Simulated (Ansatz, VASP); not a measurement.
## One calculation of In, two programs

The input INCAR:

```
  PREC = Accurate
  ENCUT = 600
  EDIFF = 1E-6
  ISMEAR = -1
  SIGMA = 0.05
  LREAL = False
  LASPH = True
  NELM = 60
  ALGO = Fast
  ISIF = 3
  LWAVE = False
  LCHARG = False
  GGA = PE
  IBRION = 2
  NSW = 60
  EDIFFG = -0.01
```

The input KPOINTS:

```
Automatic mesh
0
Gamma
  11 11 11
```

Contents of POSCAR:

```
In
1.0
   -1.6254700000      1.6254700000      2.4737000000
    1.6254700000     -1.6254700000      2.4737000000
    1.6254700000      1.6254700000     -2.4737000000
In
1
Direct
    0.0000000000      0.0000000000      0.0000000000
```

Contents of input.yaml:

```yaml
crystal:
  lattice:
    - [-1.62547, 1.62547, 2.4737]
    - [1.62547, -1.62547, 2.4737]
    - [1.62547, 1.62547, -2.4737]
  atoms:
    - { symbol: In, position: [0.0, 0.0, 0.0] }
hamiltonian:
  xc: pbe
  pseudopotentials: { kind: paw }
kpoints:
  mp_grid: { grid: [11, 11, 11] }
scf:
  occupations: { method: fermi_dirac, width: 0.05 }
output:
  forces: true
  stress: true
  eigenvalues: true
  write_density: true
  write_potential: true
  elf: true
  volumetric_format: npy
relax:
  f_tol: 0.01
  max_steps: 40
  cell: { stress_tol: 0.05 }
```

Alike in both runs: task relaxation of cell and atoms; functional PBE; k mesh 11 × 11 × 11; occupations fermi-dirac, width 0.05 eV; no spin polarisation.

|  | VASP | Ansatz |
| --- | --- | --- |
| version | VASP 6.6.1 | Ansatz 0.2.0 |
| potentials or method | VASP PAW PBE potentials, release 64 (In_d) | Ansatz PAW |
| plane-wave cutoff (eV) | 600 | 420 |
| valence electrons in the cell | 13 | 13 |

```csv
,VASP,Ansatz,Ansatz less VASP
"gap on the k mesh at the Fermi level, each at its own relaxed structure (eV)",none,none,-
relaxed volume (Å³/atom),27.40,27.41,+0.006
relaxed cell length with the largest relative difference (Å),3.406,3.404,-0.0024
```

A gap of «none» marks a metal or a gap that the smearing closes.

Noted on Ansatz's run: the plane-wave basis is chosen anew once the cell has moved, so the energies of steps on either side of that aren't comparable.
